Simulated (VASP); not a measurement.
# Tl (I4/mmm) in VASP: a series of runs

Tl is run at these levels: LDA; tasks: single point.

Program: VASP 6.6.1. These are calculated values, not measurements. Logs are shortened: lines on timing, memory, paths and dates and some standing lists are left out, and cuts for length are marked.

### 1 The cell of the first run

Symmetry: I4/mmm, No. 139, tetragonal system. Conventional cell: a = 3.662 Å, b = 3.662 Å, c = 4.809 Å, α = 90.00°, β = 90.00°, γ = 90.00°. Tl (site symmetry 4/mmm) has 12 Tl at 3.53 to 3.66 Å within 4.6 Å.

### 2 Single point, LDA (strain +0.050 along x and y, -0.025 along z)

INCAR reads:

```
SYSTEM = Tl
ALGO = Fast ; EDIFF = 1E-6
ENCUT = 520 ; GGA = CA
ISIF = 2 ; ISMEAR = 0
LASPH = .TRUE. ; LCHARG = .FALSE.
LREAL = .FALSE. ; LWAVE = .FALSE.
NBANDS = 12 ; NELM = 100
PREC = Accurate ; SIGMA = 0.15
```

KPOINTS reads:

```
k-points
0
G
  16 16 16
  0 0 0
```

POSCAR reads:

```
Tl
1.0
    0.0000000000      2.5896582946      2.4046827022
    2.5896582946      0.0000000000      2.4046827022
    2.5896582946      2.5896582946      0.0000000000
Tl
1
Direct
    0.0000000000      0.0000000000      0.0000000000
```

Potentials or basis: VASP PAW LDA potentials, release 64 (Tl_d).

Started as:

```sh
$ cat potpaw_LDA.64/Tl_d/POTCAR > POTCAR
$ mpirun -np 1 vasp_std > vasp.out
```

OUTCAR:

```text
SYSTEM = Tl
   EDIFF = 1E-6
   ENCUT = 520
   GGA = CA
   ISIF = 2
   ISMEAR = 0
   LASPH = .TRUE.
   LREAL = .FALSE.
   NELM = 100
   PREC = Accurate

 ion  position               nearest neighbor table
   1  0.000  0.000  0.000-

  LATTYP: Found a body centered tetragonal cell.
 ALAT       =     3.6623298821
 C/A-ratio  =     1.3131983080

  Lattice vectors:

 A1 = (   0.0000000000,  -2.5896582946,  -2.4046827022)
 A2 = (   0.0000000000,   2.5896582946,  -2.4046827022)
 A3 = (   2.5896582946,   0.0000000000,   2.4046827022)

Analysis of symmetry for initial positions (statically):
=====================================================================
 Subroutine PRICEL returns:
 Original cell was already a primitive cell.

 Routine SETGRP: Setting up the symmetry group for a
 body centered tetragonal supercell.

 Subroutine GETGRP returns: Found 16 space group operations
 (whereof 16 operations were pure point group operations)
 out of a pool of 16 trial point group operations.

The static configuration has the point symmetry D_4h.

Analysis of symmetry for dynamics (positions and initial velocities):
=====================================================================
 Subroutine PRICEL returns:
 Original cell was already a primitive cell.

 Routine SETGRP: Setting up the symmetry group for a
 body centered tetragonal supercell.

 Subroutine GETGRP returns: Found 16 space group operations
 (whereof 16 operations were pure point group operations)
 out of a pool of 16 trial point group operations.

The dynamic configuration has the point symmetry D_4h.

 Subroutine INISYM returns: Found 16 space group operations
 (whereof 16 operations are pure point group operations),
 and found     1 'primitive' translations

----------------------------------------------------------------------------------------

                                     Primitive cell

  volume of cell :      32.2532

  direct lattice vectors                    reciprocal lattice vectors
     0.000000000  2.589658295  2.404682702    -0.193075666  0.193075666  0.207927640
     2.589658295  0.000000000  2.404682702     0.193075666 -0.193075666  0.207927640
     2.589658295  2.589658295  0.000000000     0.193075666  0.193075666 -0.207927640

  length of vectors
     3.533953732  3.533953732  3.662329882     0.343205957  0.343205957  0.343205957

  position of ions in fractional coordinates (direct lattice)
     0.000000000  0.000000000  0.000000000

  ion indices of the primitive-cell ions
   primitive index   ion index
                 1           1

----------------------------------------------------------------------------------------

 KPOINTS: k-points

Automatic generation of k-mesh.
 Grid dimensions read from file:
 generate k-points for:   16   16   16

 Generating k-lattice:

  Cartesian coordinates                     Fractional coordinates (reciprocal lattice)
    -0.012067229  0.012067229  0.012995478     0.062500000  0.000000000  0.000000000
     0.012067229 -0.012067229  0.012995478     0.000000000  0.062500000  0.000000000
     0.012067229  0.012067229 -0.012995478     0.000000000  0.000000000  0.062500000

  Length of vectors
     0.021450372  0.021450372  0.021450372

  Shift w.r.t. Gamma in fractional coordinates (k-lattice)
     0.000000000  0.000000000  0.000000000

 Subroutine IBZKPT returns following result:
 ===========================================

 Found    349 irreducible k-points:

 Following reciprocal coordinates:
            Coordinates               Weight
  0.000000  0.000000  0.000000      1.000000
  0.062500  0.000000  0.000000      8.000000
  0.125000  0.000000  0.000000      8.000000
  0.187500  0.000000  0.000000      8.000000
  0.250000  0.000000  0.000000      8.000000
  0.312500  0.000000  0.000000      8.000000
[... 16 lines left out ...]
 -0.125000  0.062500  0.000000      8.000000
 -0.062500  0.062500  0.000000      4.000000
 [... further k-points ...]
   k-points           NKPTS =    349   k-points in BZ     NKDIM =    349   number of bands    NBANDS=     12
   number of dos      NEDOS =    301   number of ions     NIONS =      1
   total plane-waves  NPLWV =  21952
   dimension x,y,z NGX =    28 NGY =   28 NGZ =   28
   dimension x,y,z NGXF=    56 NGYF=   56 NGZF=   56
   ions per type =               1
   NGX,Y,Z   is equivalent  to a cutoff of  13.17, 13.17, 12.71 a.u.
   NGXF,Y,Z  is equivalent  to a cutoff of  26.34, 26.34, 25.42 a.u.
 SYSTEM =  Tl
   PREC   = accura    normal or accurate (medium, high low for compatibility)
   ISTART =      0    job   : 0-new  1-cont  2-samecut
   ICHARG =      2    charge: 1-file 2-atom 10-const
   ISPIN  =      1    spin polarized calculation?
   LNONCOLLINEAR =      F non collinear calculations
   LSORBIT =      F    spin-orbit coupling
   LASPH  =      T    aspherical Exc in radial PAW
   ENCUT  =  520.0 eV  38.22 Ry    6.18 a.u.   6.57  6.57  6.81*2*pi/ulx,y,z
   NELM   =    100;   NELMIN=  2; NELMDL= -5     # of ELM steps
   EDIFF  = 0.1E-05   stopping-criterion for ELM
   LREAL  =      F    real-space projection
   EDIFFG = 0.1E-04   stopping-criterion for IOM
   NSW    =      0    number of steps for IOM
   IBRION =     -1    ionic relax: 0-MD 1-quasi-New 2-CG
   NFREE  =      0    steps in history (QN), initial steepest desc. (CG)
   ISIF   =      2    stress and relaxation
   ISYM   =      2    0-nonsym 1-usesym 2-fastsym
   POTIM  = 0.5000    time-step for ionic-motion
   TEBEG  =    0.0;   TEEND  =   0.0 temperature during run
   PSTRESS=    0.0 pullay stress
   NELECT =      13.0000    total number of electrons
   NUPDOWN=      -1.0000    fix difference up-down
   EMIN   =  10.00;   EMAX   =-10.00  energy-range for DOS
   EFERMI =   0.00;   METHOD = LEGACY
   ISMEAR =     0;   SIGMA  =   0.15  broadening in eV -4-tet -1-fermi 0-gaus
   EFERMI_NEDOS =   21; number of points for ismear=-14 and -15
   IALGO  =     68    algorithm
   IMIX   =      4    mixing-type and parameters
     AMIX     =   0.40;   BMIX     =  1.00
     AMIX_MAG =   1.60;   BMIX_MAG =  1.00
  volume/ion in A,a.u.               =      32.25       217.66
  Fermi-wavevector in a.u.,A,eV,Ry     =   1.209293  2.285233 19.897034  1.462391
  Thomas-Fermi vector in A             =   2.344875
   LORBIT       =      0    0 simple, 1 ext, 2 COOP (PROOUT), +10 PAW based schemes
   GGA     = CA    functional components
   LHFCALC =     F    Hartree Fock is set to
   AEXX    =    0.0000 exact exchange contribution
   IVDW    =     0    specifies the selected vdW correction
   LEPSILON=     F    determine dielectric tensor
   LRPA    =     F    only Hartree local field effects (RPA)
 non-spin polarized calculation
 RMM-DIIS sequential band-by-band and
 Gauss-broadening in eV      SIGMA  =   0.15
  energy-cutoff  :      520.00
  volume of cell :       32.25
 maximum number of plane-waves:       885
   NGX = 13   NGY = 13   NGZ = 13

 number of electron      13.0000001 magnetization

 Free energy of the ion-electron system (eV)
  ---------------------------------------------------
  ext. energy  EPLUGINS =         0.00000000
  ---------------------------------------------------
  free energy    TOTEN  =        -2.83433881 eV

  energy without entropy =       -2.82573250  energy(sigma->0) =       -2.83003566

 E-fermi :   5.0316     XC(G=0):  -9.9227

 val. band max:        5.0315522906   @ k =  -0.3750   0.3750   0.0000
 cond. band min:       5.0879438150   @ k =  -0.4375   0.3750   0.1250
 fundamental gap:      0.0563915244
 Fermi energy:         5.0316047768

 k-point     1 :       0.0000    0.0000    0.0000
  band No.  band energies     occupation
      1      -6.3693      2.00000
      2      -6.3693      2.00000
      3      -6.2551      2.00000
      4      -6.1832      2.00000
      5      -6.0788      2.00000
      6      -4.2101      2.00000
      7      14.1994      0.00000
      8      14.3684      0.00000
      9      14.3684      0.00000
     10      15.9294      0.00000
     11      18.0981      0.00000
     12      19.1020      0.00000

 k-point     2 :       0.0625    0.0000    0.0000
  band No.  band energies     occupation
      1      -6.3662      2.00000
      2      -6.3609      2.00000
      3      -6.2526      2.00000
      4      -6.1823      2.00000
      5      -6.0816      2.00000
      6      -4.1353      2.00000
      7      13.3671      0.00000
      8      14.2031      0.00000
      9      14.2409      0.00000
     10      15.8117      0.00000
     11      18.4661      0.00000
     12      19.2600      0.00000

 k-point     3 :       0.1250    0.0000    0.0000
  band No.  band energies     occupation
      1      -6.3617      2.00000
      2      -6.3416      2.00000
      3      -6.2450      2.00000
      4      -6.1746      2.00000
      5      -6.0874      2.00000
      6      -3.9084      2.00000
      7      11.5679      0.00000
      8      13.9058      0.00000
      9      14.0218      0.00000
     10      15.6832      0.00000
     11      18.6141      0.00000
     12      19.0877      0.00000
[... 286 lines left out ...]
 k-point    23 :      -0.1250    0.0625    0.0000
  band No.  band energies     occupation
      1      -6.3699      2.00000
      2      -6.3276      2.00000
      3      -6.2267      2.00000
      4      -6.1890      2.00000
      5      -6.0760      2.00000
      6      -3.7513      2.00000
      7      11.0628      0.00000
      8      12.8357      0.00000
      9      14.2500      0.00000
     10      15.9243      0.00000
     11      17.6678      0.00000
     12      18.4056      0.00000

 k-point    24 :      -0.0625    0.0625    0.0000
  band No.  band energies     occupation
      1      -6.3706      2.00000
      2      -6.3501      2.00000
      3      -6.2371      2.00000
      4      -6.1893      2.00000
      5      -6.0787      2.00000
      6      -4.0198      2.00000
      7      12.7432      0.00000
      8      13.3122      0.00000
      9      14.4087      0.00000
     10      15.8582      0.00000
     11      18.3545      0.00000
     12      18.9235      0.00000

 [... further k-points ...]

------------------------ aborting loop because EDIFF is reached ----------------------------------------

  FORCE on cell =-STRESS in cart. coord.  units (eV):
  Direction    XX          YY          ZZ          XY          YZ          ZX
  --------------------------------------------------------------------------------------
  -------------------------------------------------------------------------------------
  Total       -0.9453703     -0.9453703     -0.9519374      0.0000000      0.0000000     -0.0000000
  in kB      -46.9612679    -46.9612679    -47.2874930      0.0000000      0.0000000     -0.0000000
  external PRESSURE =     -47.0700096 kB  Pullay stress =       0.0000000 kB

 VOLUME and BASIS-vectors are now :
 -----------------------------------------------------------------------------
  energy-cutoff  :      520.00
  volume of cell :       32.25
      direct lattice vectors                 reciprocal lattice vectors
     0.000000000  2.589658295  2.404682702    -0.193075666  0.193075666  0.207927640
     2.589658295  0.000000000  2.404682702     0.193075666 -0.193075666  0.207927640
     2.589658295  2.589658295  0.000000000     0.193075666  0.193075666 -0.207927640

 POSITION                                       TOTAL-FORCE (eV/Angst)
 -----------------------------------------------------------------------------------
      0.00000      0.00000      0.00000         0.000000     -0.000000      0.000000
 -----------------------------------------------------------------------------------
    total drift:                               -0.000000     -0.000000     -0.000000

  FREE ENERGIE OF THE ION-ELECTRON SYSTEM (eV)
  ---------------------------------------------------
  free  energy   TOTEN  =        -2.8343388121 eV

  energy  without entropy=       -2.8257324982  energy(sigma->0) =       -2.83003566
```

Run time: 89 s. Hardware: 1 thread of AMD EPYC 7R43 (Zen 3), shared host; peak memory 0.2 GiB.

What came out:

- Free energy: -2.8343 eV
- Pressure: -4.7 GPa

Caveat: the cell differs from its parent crystal (strain +0.050 along x and y, -0.025 along z); spin-orbit coupling is left out, which moves the levels of the heavy elements.

### 3 Single point, LDA (strain +0.050 along x and y, +0.000 along z)

INCAR reads:

```
PREC = Accurate
ENCUT = 520
EDIFF = 1E-6
ISMEAR = 0
SIGMA = 0.15
LREAL = False
LASPH = True
NELM = 80
ALGO = Fast
ISIF = 2
LWAVE = False
LCHARG = False
GGA = CA
NBANDS = 12
```

KPOINTS reads:

```
Automatic mesh
0
Gamma
  16 16 16
```

POSCAR reads:

```
Tl
1.0
    0.0000000000      2.5896582946      2.4663412330
    2.5896582946      0.0000000000      2.4663412330
    2.5896582946      2.5896582946      0.0000000000
Tl
1
Direct
    0.0000000000      0.0000000000      0.0000000000
```

Potentials or basis: VASP PAW LDA potentials, release 64 (Tl_d).

Started as:

```sh
$ cat potpaw_LDA.64/Tl_d/POTCAR > POTCAR
$ mpirun -np 1 vasp_std > vasp.out
```

OUTCAR:

```text
PREC = Accurate
   ENCUT = 520
   EDIFF = 1E-6
   ISMEAR = 0
   LREAL = False
   LASPH = True
   NELM = 80
   ISIF = 2
   GGA = CA

 ion  position               nearest neighbor table
   1  0.000  0.000  0.000-

  LATTYP: Found a body centered tetragonal cell.
 ALAT       =     3.6623298821
 C/A-ratio  =     1.3468700594

  Lattice vectors:

 A1 = (   0.0000000000,  -2.5896582946,  -2.4663412330)
 A2 = (   0.0000000000,   2.5896582946,  -2.4663412330)
 A3 = (   2.5896582946,   0.0000000000,   2.4663412330)

Analysis of symmetry for initial positions (statically):
=====================================================================
 Subroutine PRICEL returns:
 Original cell was already a primitive cell.

 Routine SETGRP: Setting up the symmetry group for a
 body centered tetragonal supercell.

 Subroutine GETGRP returns: Found 16 space group operations
 (whereof 16 operations were pure point group operations)
 out of a pool of 16 trial point group operations.

The static configuration has the point symmetry D_4h.

[... 167 lines left out ...]
  band No.  band energies     occupation
      1      -6.5679      2.00000
      2      -6.5679      2.00000
      3      -6.4951      2.00000
      4      -6.3866      2.00000
      5      -6.3206      2.00000
      6      -4.2947      2.00000
      7      13.7873      0.00000
      8      13.8932      0.00000
      9      13.8932      0.00000
     10      15.6172      0.00000
     11      17.5261      0.00000
     12      18.6324      0.00000
[... 331 lines left out ...]
 k-point    24 :      -0.0625    0.0625    0.0000
  band No.  band energies     occupation
      1      -6.5705      2.00000
      2      -6.5501      2.00000
      3      -6.4758      2.00000
      4      -6.3937      2.00000
      5      -6.3185      2.00000
      6      -4.1061      2.00000
      7      12.2563      0.00000
      8      12.8989      0.00000
      9      13.9500      0.00000
     10      15.5183      0.00000
     11      17.9792      0.00000
     12      18.6362      0.00000

 [... further k-points ...]

------------------------ aborting loop because EDIFF is reached ----------------------------------------

  FORCE on cell =-STRESS in cart. coord.  units (eV):
  Direction    XX          YY          ZZ          XY          YZ          ZX
  --------------------------------------------------------------------------------------
  -------------------------------------------------------------------------------------
  Total       -1.0452499     -1.0452499     -1.0452282      0.0000000      0.0000000     -0.0000000
  in kB      -50.6247221    -50.6247221    -50.6236702      0.0000000      0.0000000     -0.0000000
  external PRESSURE =     -50.6243715 kB  Pullay stress =       0.0000000 kB

 VOLUME and BASIS-vectors are now :
 -----------------------------------------------------------------------------
  energy-cutoff  :      520.00
  volume of cell :       33.08
      direct lattice vectors                 reciprocal lattice vectors
     0.000000000  2.589658295  2.466341233    -0.193075666  0.193075666  0.202729449
     2.589658295  0.000000000  2.466341233     0.193075666 -0.193075666  0.202729449
     2.589658295  2.589658295  0.000000000     0.193075666  0.193075666 -0.202729449

 POSITION                                       TOTAL-FORCE (eV/Angst)
 -----------------------------------------------------------------------------------
      0.00000      0.00000      0.00000        -0.000000     -0.000000      0.000000
 -----------------------------------------------------------------------------------
    total drift:                               -0.000000     -0.000000     -0.000000

  FREE ENERGIE OF THE ION-ELECTRON SYSTEM (eV)
  ---------------------------------------------------
  free  energy   TOTEN  =        -2.8093316078 eV

  energy  without entropy=       -2.8006602229  energy(sigma->0) =       -2.80499592
```

OSZICAR:

```text
N       E                     dE             d eps       ncg     rms          rms(c)
DAV:   1     0.501984371250E+02    0.50198E+02   -0.66165E+03  8888   0.924E+02
DAV:   2    -0.221103524714E+01   -0.52409E+02   -0.51389E+02  9440   0.208E+02
DAV:   3    -0.283029487365E+01   -0.61926E+00   -0.61861E+00 10096   0.206E+01
DAV:   4    -0.283330734688E+01   -0.30125E-02   -0.30123E-02  9800   0.166E+00
DAV:   5    -0.283334677480E+01   -0.39428E-04   -0.39428E-04 10252   0.186E-01    0.137E+00
RMM:   6    -0.281318182357E+01    0.20165E-01   -0.26221E-02  8428   0.127E+00    0.986E-01
RMM:   7    -0.280965875192E+01    0.35231E-02   -0.10325E-02  8778   0.859E-01    0.488E-01
RMM:   8    -0.280933902081E+01    0.31973E-03   -0.58386E-04  9216   0.206E-01    0.626E-02
RMM:   9    -0.280933108968E+01    0.79311E-05   -0.54564E-05  9536   0.661E-02    0.579E-03
RMM:  10    -0.280933160781E+01   -0.51813E-06   -0.73559E-06  9498   0.278E-02
   1 F= -.28093316E+01 E0= -.28049959E+01  d E =-.867138E-02
```

stdout:

```text
POSCAR found type information on POSCAR Tl
 POSCAR found :  1 types and       1 ions
 scaLAPACK will be used
 LDA part: xc-table for (Slater(with rela. corr.)+CA(PZ))
 , standard interpolation
 POSCAR, INCAR and KPOINTS ok, starting setup
 FFT: planning ... GRIDC
 FFT: planning ... GRID_SOFT
 FFT: planning ... GRID
 WAVECAR not read
 entering main loop
```

It took 90 s on 1 thread of AMD EPYC 7R43 (Zen 3), shared host; peak memory 0.21 GiB.

What came out:

- Free energy: -2.8093 eV
- Pressure: -5.1 GPa

Caveat: the cell differs from its parent crystal (strain +0.050 along x and y, +0.000 along z); spin-orbit coupling is left out, which moves the levels of the heavy elements.

(Continued in part 2 of 2.)
